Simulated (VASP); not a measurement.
# Hf5S3 (P4/mmm) in VASP: further runs

The runs below take Hf5S3 through single point, relaxation of cell and atoms, with PBE.

All numbers are computed with VASP 6.6.1; they aren't measurements. Logs are shortened: lines on timing, memory, paths and dates and some standing lists are left out, and cuts for length are marked.

### 1 The cell of the first run

The structure is tetragonal, space group P4/mmm (No. 123). Conventional cell: a = 3.195 Å, b = 3.195 Å, c = 14.233 Å, α = 90.00°, β = 90.00°, γ = 90.00°. Within 3.7 Å of Hf (site symmetry 4mm) lie 4 S at 2.83 Å and 9 Hf at 3.19 to 3.26 Å. Hf (site symmetry 4mm) has 8 S at 2.74 to 2.77 Å and 6 Hf at 3.19 to 3.26 Å within 3.6 Å. Within 4.2 Å of Hf (site symmetry 4/mmm) lie 12 Hf at 3.19 Å and 2 S at 3.97 Å. S (site symmetry 4mm) has 8 Hf at 2.74 to 2.83 Å and 5 S at 3.15 to 3.19 Å within 3.6 Å. Within 3.7 Å of S (site symmetry 4/mmm) lie 8 Hf at 2.77 Å and 6 S at 3.15 to 3.19 Å.

The cell was generated, and may not be a known phase.

### 2 Single point, PBE

File INCAR:

```
PREC = Accurate ; ENCUT = 520
EDIFF = 1E-6 ; ISMEAR = 0
SIGMA = 0.2 ; LREAL = False
LASPH = True ; NELM = 80
ALGO = Normal ; ISIF = 2
LWAVE = False ; LCHARG = True
GGA = PE ; LELF = True
LVHAR = True ; NBANDS = 44
```

File KPOINTS:

```
Automatic mesh
0
Gamma
  5 5 2
```

File POSCAR:

```
Hf5S3
1.0
    3.1947451165      0.0000000000      0.0000000000
    0.0000000000      3.1947451165      0.0000000000
    0.0000000000      0.0000000000     14.2329348870
Hf S
5 3
Direct
    0.0000000000      0.0000000000      0.8415388389
    0.0000000000      0.0000000000      0.1584611611
    0.0000000000      0.0000000000      0.3872123703
    0.0000000000      0.0000000000      0.6127876297
    0.5000000000      0.5000000000      0.0000000000
    0.5000000000      0.5000000000      0.2787692160
    0.5000000000      0.5000000000      0.5000000000
    0.5000000000      0.5000000000      0.7212307840
```

Potentials or basis: VASP PAW PBE potentials, release 64 (Hf_pv, S).

Started as:

```
cat potpaw_PBE.64/Hf_pv/POTCAR potpaw_PBE.64/S/POTCAR > POTCAR
mpirun -np 1 vasp_std > vasp.out
```

OUTCAR:

```text
PREC = Accurate
   ENCUT = 520
   EDIFF = 1E-6
   ISMEAR = 0
   LREAL = False
   LASPH = True
   NELM = 80
   ISIF = 2
   GGA = PE

 ion  position               nearest neighbor table
   1  0.000  0.000  0.842-   8 2.83   8 2.83   8 2.83   8 2.83   5 3.19   5 3.19   5 3.19   5 3.19
                             4 3.26
   2  0.000  0.000  0.158-   6 2.83   6 2.83   6 2.83   6 2.83   5 3.19   5 3.19   5 3.19   5 3.19
                             3 3.26
   3  0.000  0.000  0.387-   6 2.74   6 2.74   6 2.74   6 2.74   7 2.77   7 2.77   7 2.77   7 2.77
                             4 3.21   2 3.26
   4  0.000  0.000  0.613-   8 2.74   8 2.74   8 2.74   8 2.74   7 2.77   7 2.77   7 2.77   7 2.77
                             3 3.21   1 3.26
   5  0.500  0.500  0.000-   1 3.19   2 3.19   1 3.19   2 3.19   1 3.19   2 3.19   1 3.19   2 3.19

   6  0.500  0.500  0.279-   3 2.74   3 2.74   3 2.74   3 2.74   2 2.83   2 2.83   2 2.83   2 2.83

   7  0.500  0.500  0.500-   3 2.77   4 2.77   3 2.77   4 2.77   3 2.77   4 2.77   3 2.77   4 2.77

   8  0.500  0.500  0.721-   4 2.74   4 2.74   4 2.74   4 2.74   1 2.83   1 2.83   1 2.83   1 2.83

  LATTYP: Found a simple tetragonal cell.
 ALAT       =     3.1947451165
 C/A-ratio  =     4.4551081128

  Lattice vectors:

 A1 = (   3.1947451165,   0.0000000000,   0.0000000000)
 A2 = (   0.0000000000,   3.1947451165,   0.0000000000)
 A3 = (   0.0000000000,   0.0000000000,  14.2329348870)

Analysis of symmetry for initial positions (statically):
=====================================================================
 Subroutine PRICEL returns:
 Original cell was already a primitive cell.

 Routine SETGRP: Setting up the symmetry group for a
 simple tetragonal supercell.

 Subroutine GETGRP returns: Found 16 space group operations
 (whereof 16 operations were pure point group operations)
 out of a pool of 16 trial point group operations.

The static configuration has the point symmetry D_4h.

Analysis of symmetry for dynamics (positions and initial velocities):
=====================================================================
 Subroutine PRICEL returns:
 Original cell was already a primitive cell.

 Routine SETGRP: Setting up the symmetry group for a
 simple tetragonal supercell.

 Subroutine GETGRP returns: Found 16 space group operations
 (whereof 16 operations were pure point group operations)
 out of a pool of 16 trial point group operations.

The dynamic configuration has the point symmetry D_4h.

 Subroutine INISYM returns: Found 16 space group operations
 (whereof 16 operations are pure point group operations),
 and found     1 'primitive' translations

----------------------------------------------------------------------------------------

                                     Primitive cell

  volume of cell :     145.2670

  direct lattice vectors                    reciprocal lattice vectors
     3.194745117  0.000000000  0.000000000     0.313014016  0.000000000  0.000000000
     0.000000000  3.194745117  0.000000000     0.000000000  0.313014016  0.000000000
     0.000000000  0.000000000 14.232934887     0.000000000  0.000000000  0.070259578

  length of vectors
     3.194745117  3.194745117 14.232934887     0.313014016  0.313014016  0.070259578

  position of ions in fractional coordinates (direct lattice)
     0.000000000  0.000000000  0.841538839
     0.000000000  0.000000000  0.158461161
     0.000000000  0.000000000  0.387212370
     0.000000000  0.000000000  0.612787630
     0.500000000  0.500000000  0.000000000
     0.500000000  0.500000000  0.278769216
     0.500000000  0.500000000  0.500000000
     0.500000000  0.500000000  0.721230784

  ion indices of the primitive-cell ions
   primitive index   ion index
                 1           1
                 2           2
                 3           3
                 4           4
                 5           5
                 6           6
                 7           7
                 8           8

----------------------------------------------------------------------------------------

 KPOINTS: Automatic mesh

Automatic generation of k-mesh.
 Grid dimensions read from file:
 generate k-points for:    5    5    2

 Generating k-lattice:

  Cartesian coordinates                     Fractional coordinates (reciprocal lattice)
     0.062602803  0.000000000  0.000000000     0.200000000  0.000000000  0.000000000
     0.000000000  0.062602803  0.000000000     0.000000000  0.200000000  0.000000000
     0.000000000  0.000000000  0.035129789     0.000000000  0.000000000  0.500000000

  Length of vectors
     0.062602803  0.062602803  0.035129789

  Shift w.r.t. Gamma in fractional coordinates (k-lattice)
     0.000000000  0.000000000  0.000000000

 Subroutine IBZKPT returns following result:
 ===========================================

 Found     12 irreducible k-points:

 Following reciprocal coordinates:
            Coordinates               Weight
  0.000000  0.000000  0.000000      1.000000
  0.200000  0.000000  0.000000      4.000000
  0.400000  0.000000  0.000000      4.000000
  0.200000  0.200000  0.000000      4.000000
  0.400000  0.200000  0.000000      8.000000
  0.400000  0.400000  0.000000      4.000000
  0.000000  0.000000  0.500000      1.000000
  0.200000  0.000000  0.500000      4.000000
  0.400000  0.000000  0.500000      4.000000
  0.200000  0.200000  0.500000      4.000000
  0.400000  0.200000  0.500000      8.000000
  0.400000  0.400000  0.500000      4.000000
   k-points           NKPTS =     12   k-points in BZ     NKDIM =     12   number of bands    NBANDS=     44
   number of dos      NEDOS =    301   number of ions     NIONS =      8
   total plane-waves  NPLWV =  62208
   dimension x,y,z NGX =    24 NGY =   24 NGZ =  108
   dimension x,y,z NGXF=    48 NGYF=   48 NGZF=  216
   ions per type =               5   3
   NGX,Y,Z   is equivalent  to a cutoff of  12.49, 12.49, 12.61 a.u.
   NGXF,Y,Z  is equivalent  to a cutoff of  24.98, 24.98, 25.23 a.u.
 SYSTEM =  unknown system
   PREC   = accura    normal or accurate (medium, high low for compatibility)
   ISTART =      0    job   : 0-new  1-cont  2-samecut
   ICHARG =      2    charge: 1-file 2-atom 10-const
   ISPIN  =      1    spin polarized calculation?
   LNONCOLLINEAR =      F non collinear calculations
   LSORBIT =      F    spin-orbit coupling
   LASPH  =      T    aspherical Exc in radial PAW
   ENCUT  =  520.0 eV  38.22 Ry    6.18 a.u.   5.94  5.94 26.46*2*pi/ulx,y,z
   NELM   =     80;   NELMIN=  2; NELMDL= -5     # of ELM steps
   EDIFF  = 0.1E-05   stopping-criterion for ELM
   LREAL  =      F    real-space projection
   EDIFFG = 0.1E-04   stopping-criterion for IOM
   NSW    =      0    number of steps for IOM
   IBRION =     -1    ionic relax: 0-MD 1-quasi-New 2-CG
   NFREE  =      0    steps in history (QN), initial steepest desc. (CG)
   ISIF   =      2    stress and relaxation
   ISYM   =      2    0-nonsym 1-usesym 2-fastsym
   POTIM  = 0.5000    time-step for ionic-motion
   TEBEG  =    0.0;   TEEND  =   0.0 temperature during run
   PSTRESS=    0.0 pullay stress
   NELECT =      68.0000    total number of electrons
   NUPDOWN=      -1.0000    fix difference up-down
   EMIN   =  10.00;   EMAX   =-10.00  energy-range for DOS
   EFERMI =   0.00;   METHOD = LEGACY
   ISMEAR =     0;   SIGMA  =   0.20  broadening in eV -4-tet -1-fermi 0-gaus
   EFERMI_NEDOS =   21; number of points for ismear=-14 and -15
   IALGO  =     38    algorithm
   IMIX   =      4    mixing-type and parameters
     AMIX     =   0.40;   BMIX     =  1.00
     AMIX_MAG =   1.60;   BMIX_MAG =  1.00
  volume/ion in A,a.u.               =      18.16       122.54
  Fermi-wavevector in a.u.,A,eV,Ry     =   1.271127  2.402081 21.983791  1.615763
  Thomas-Fermi vector in A             =   2.404077
   LORBIT       =      0    0 simple, 1 ext, 2 COOP (PROOUT), +10 PAW based schemes
   GGA     = PE    functional components
   LHFCALC =     F    Hartree Fock is set to
   AEXX    =    0.0000 exact exchange contribution
   IVDW    =     0    specifies the selected vdW correction
   LEPSILON=     F    determine dielectric tensor
   LRPA    =     F    only Hartree local field effects (RPA)
 non-spin polarized calculation
 Gauss-broadening in eV      SIGMA  =   0.20
  energy-cutoff  :      520.00
  volume of cell :      145.27
 maximum number of plane-waves:      3956
 NGX is ok and might be reduce to    24
   NGX = 11   NGY = 11   NGZ = 53

 number of electron      67.9999998 magnetization

 Free energy of the ion-electron system (eV)
  ---------------------------------------------------
  ext. energy  EPLUGINS =         0.00000000
  ---------------------------------------------------
  free energy    TOTEN  =       -68.45096430 eV

  energy without entropy =      -68.37726073  energy(sigma->0) =      -68.41411251

 E-fermi :   7.1907     XC(G=0): -11.6367

 val. band max:        7.0612871316   @ k =   0.2000   0.2000   0.0000
 cond. band min:       7.2346513972   @ k =   0.2000   0.2000   0.0000
 fundamental gap:      0.1733642656
 Fermi energy:         7.1907014329

 k-point     1 :       0.0000    0.0000    0.0000
  band No.  band energies     occupation
      1     -24.2488      2.00000
      2     -24.0571      2.00000
      3     -23.8650      2.00000
      4     -23.8650      2.00000
      5     -23.8446      2.00000
      6     -23.8446      2.00000
[... 36 lines left out ...]
     43      10.3698      0.00000
     44      10.5145      0.00000

 k-point     2 :       0.2000    0.0000    0.0000
  band No.  band energies     occupation
      1     -24.2233      2.00000
      2     -24.0343      2.00000
      3     -24.0252      2.00000
      4     -23.9959      2.00000
      5     -23.8503      2.00000
      6     -23.8305      2.00000
[... 462 lines left out ...]
 k-point    12 :       0.4000    0.4000    0.5000
  band No.  band energies     occupation
      1     -24.2085      2.00000
      2     -24.2010      2.00000
      3     -24.1781      2.00000
      4     -24.1720      2.00000
      5     -24.1246      2.00000
      6     -23.9492      2.00000
[... 36 lines left out ...]
     43       9.2605      0.00000
     44      11.4202      0.00000

------------------------ aborting loop because EDIFF is reached ----------------------------------------

  FORCE on cell =-STRESS in cart. coord.  units (eV):
  Direction    XX          YY          ZZ          XY          YZ          ZX
  --------------------------------------------------------------------------------------
  -------------------------------------------------------------------------------------
  Total       -0.8155277     -0.8155277     -0.4791004      0.0000000      0.0000000      0.0000000
  in kB       -8.9946116     -8.9946116     -5.2840900      0.0000000      0.0000000      0.0000000
  external PRESSURE =      -7.7577711 kB  Pullay stress =       0.0000000 kB

 VOLUME and BASIS-vectors are now :
 -----------------------------------------------------------------------------
  energy-cutoff  :      520.00
  volume of cell :      145.27
      direct lattice vectors                 reciprocal lattice vectors
     3.194745117  0.000000000  0.000000000     0.313014016  0.000000000  0.000000000
     0.000000000  3.194745117  0.000000000     0.000000000  0.313014016  0.000000000
     0.000000000  0.000000000 14.232934887     0.000000000  0.000000000  0.070259578

 POSITION                                       TOTAL-FORCE (eV/Angst)
 -----------------------------------------------------------------------------------
      0.00000      0.00000     11.97757        -0.000000      0.000000      0.019037
      0.00000      0.00000      2.25537         0.000000     -0.000000     -0.019037
      0.00000      0.00000      5.51117         0.000000      0.000000     -0.042369
      0.00000      0.00000      8.72177         0.000000      0.000000      0.042369
      1.59737      1.59737      0.00000         0.000000      0.000000      0.000000
      1.59737      1.59737      3.96770         0.000000     -0.000000      0.025991
      1.59737      1.59737      7.11647         0.000000      0.000000      0.000000
      1.59737      1.59737     10.26523         0.000000     -0.000000     -0.025991
 -----------------------------------------------------------------------------------
    total drift:                                0.000000     -0.000000     -0.000000

  FREE ENERGIE OF THE ION-ELECTRON SYSTEM (eV)
  ---------------------------------------------------
  free  energy   TOTEN  =       -68.4509642984 eV

  energy  without entropy=      -68.3772607259  energy(sigma->0) =      -68.41411251
```

Run time: 73 s. Hardware: 1 thread of Intel Xeon Platinum 8488C (Sapphire Rapids), shared host; peak memory 0.26 GiB.

What came out:

| Item | Value |
| --- | --- |
| Free energy | -68.4510 eV |
| Pressure | -0.8 GPa |
| Largest force | 0.042 eV/Å |
| Band gap on the k mesh | zero (bands 34 and 35 overlap by 1.00 eV) |

Forces on the atoms (eV/Å):
```
Hf   0.000  0.000  0.019
Hf   0.000  0.000 -0.019
Hf   0.000  0.000 -0.042
Hf   0.000  0.000  0.042
Hf   0.000  0.000  0.000
S    0.000  0.000  0.026
S    0.000  0.000  0.000
S    0.000  0.000 -0.026
```

Stress tensor (GPa, compression positive):
```
-0.90  0.00  0.00
 0.00 -0.90  0.00
 0.00  0.00 -0.53
```

Levels at points of the mesh, in eV from the Fermi level:
```csv
k point,band 32,band 33,band 34,band 35,band 36,band 37
"(0.00, 0.00, 0.00)",-1.91,-1.21,-1.13,-0.39,-0.15,0.26
"(0.00, 0.00, 0.50)",-1.62,-1.43,-1.27,-0.83,0.30,0.88
```

Caveat: the k points lie up to 0.39 Å⁻¹ apart, too coarse for converged energies and pressures of a metal; spin-orbit coupling is left out, which moves the levels of the heavy elements.

### 3 Relaxation of cell and atoms, PBE

This run uses another cell than the first one, of 20.11 Å³/atom.

File INCAR:

```
SYSTEM = Hf5S3
PREC = Accurate
ENCUT = 600
EDIFF = 1E-6
ISMEAR = 0
SIGMA = 0.2
LREAL = .FALSE.
LASPH = .TRUE.
NELM = 80
ALGO = Normal
ISIF = 3
LWAVE = .FALSE.
LCHARG = .FALSE.
GGA = PE
IBRION = 2
NSW = 36
EDIFFG = -0.08
```

File KPOINTS:

```
regular mesh
0
G
  5 5 2
  0 0 0
```

File POSCAR:

```
Hf5S3
1.0
    3.4378432600      0.0000000000      0.0000000000
    0.0000000000      3.4378432600      0.0000000000
    0.0000000000      0.0000000000     13.6133461100
Hf S
5 3
Direct
    0.0000000000      0.0000000000      0.8732289100
    0.0000000000      0.0000000000      0.1267710900
    0.0000000000      0.0000000000      0.3748377300
    0.0000000000      0.0000000000      0.6251622700
    0.5000000000      0.5000000000      0.0000000000
    0.5000000000      0.5000000000      0.2499350300
    0.5000000000      0.5000000000      0.5000000000
    0.5000000000      0.5000000000      0.7500649700
```

Potentials or basis: VASP PAW PBE potentials, release 64 (Hf_pv, S).

Started as:

```
cat potpaw_PBE.64/Hf_pv/POTCAR potpaw_PBE.64/S/POTCAR > POTCAR
mpirun -np 1 vasp_std > vasp.out
```

It took 15 min on 1 thread of Intel Xeon Platinum 8488C (Sapphire Rapids), shared host; peak memory 0.33 GiB.

Results (log left out):

```yaml
Free_energy: -68.4569 eV
Relaxed_volume: 18.03 Å³/atom
Relaxed_cell: a = 3.188 Å, b = 3.188 Å, c = 14.187 Å, α = 90.00°, β = 90.00°, γ = 90.00°
Space_group_after_relaxing_to_0.1_Å: P4/mmm (No. 123)
Energy_gained_by_relaxing: 245.7 meV/atom
Ionic_steps: 14
Pressure_after_relaxing: 0.2 GPa
Largest_force_after_relaxing: 0.030 eV/Å
Band_gap_on_the_k_mesh: zero (bands 34 and 35 overlap by 0.96 eV)
```

Forces in eV/Å, atoms in the order of the input:
```
Hf   0.000  0.000 -0.014
Hf   0.000  0.000  0.014
Hf   0.000  0.000 -0.030
Hf   0.000  0.000  0.030
Hf   0.000  0.000  0.000
S    0.000  0.000  0.011
S    0.000  0.000  0.000
S    0.000  0.000 -0.011
```

Stress tensor (GPa, compression positive):
```
0.06 0.00 0.00
0.00 0.06 0.00
0.00 0.00 0.56
```

Step by step:
```csv
step,energy change (eV),largest force (eV/Å),pressure (GPa),volume (Å³)
1,0.0000,1.5500,-10.21,160.89
2,-0.4395,1.7937,11.76,132.85
3,-0.7285,1.7924,1.56,142.75
4,-1.0175,1.1797,1.61,142.29
5,-1.2648,0.7357,2.73,141.16
6,-1.4402,0.9098,0.44,143.87
7,-1.5279,1.0760,-2.60,147.97
8,-1.7004,0.9716,-0.49,145.26
9,-1.7414,0.9156,1.25,143.34
10,-1.8591,0.6410,-0.08,144.45
11,-1.9278,0.4548,-1.54,146.06
12,-1.9530,0.2686,1.39,142.95
13,-1.9546,0.3103,0.80,143.55
14,-1.9655,0.0302,0.23,144.20
```

Final structure:
```cif
data_structure
_symmetry_space_group_name_H-M 'P 1'
_symmetry_Int_Tables_number 1
_cell_length_a 3.1882
_cell_length_b 3.1882
_cell_length_c 14.1867
_cell_angle_alpha 90.000
_cell_angle_beta 90.000
_cell_angle_gamma 90.000
_cell_volume 144.20
loop_
_atom_site_label
_atom_site_type_symbol
_atom_site_fract_x
_atom_site_fract_y
_atom_site_fract_z
_atom_site_occupancy
Hf1 Hf 0.00000 0.00000 0.84190 1
Hf2 Hf 0.00000 0.00000 0.15810 1
Hf3 Hf 0.00000 0.00000 0.38704 1
Hf4 Hf 0.00000 0.00000 0.61296 1
Hf5 Hf 0.50000 0.50000 0.00000 1
S1 S 0.50000 0.50000 0.27860 1
S2 S 0.50000 0.50000 0.50000 1
S3 S 0.50000 0.50000 0.72140 1
```

Levels at points of the mesh, in eV from the Fermi level:
| k point | band 32 | band 33 | band 34 | band 35 | band 36 | band 37 |
| --- | --- | --- | --- | --- | --- | --- |
| (0.00, 0.00, 0.00) | -1.94 | -1.20 | -1.14 | -0.38 | -0.13 | 0.27 |
| (0.00, 0.00, 0.50) | -1.65 | -1.44 | -1.29 | -0.80 | 0.31 | 0.90 |

Caveat: the k points lie up to 0.39 Å⁻¹ apart in the final cell, too coarse for converged energies and pressures of a metal; spin-orbit coupling is left out, which moves the levels of the heavy elements.

The gap in the log of VASP goes by the Fermi energy; the results here count the filled bands.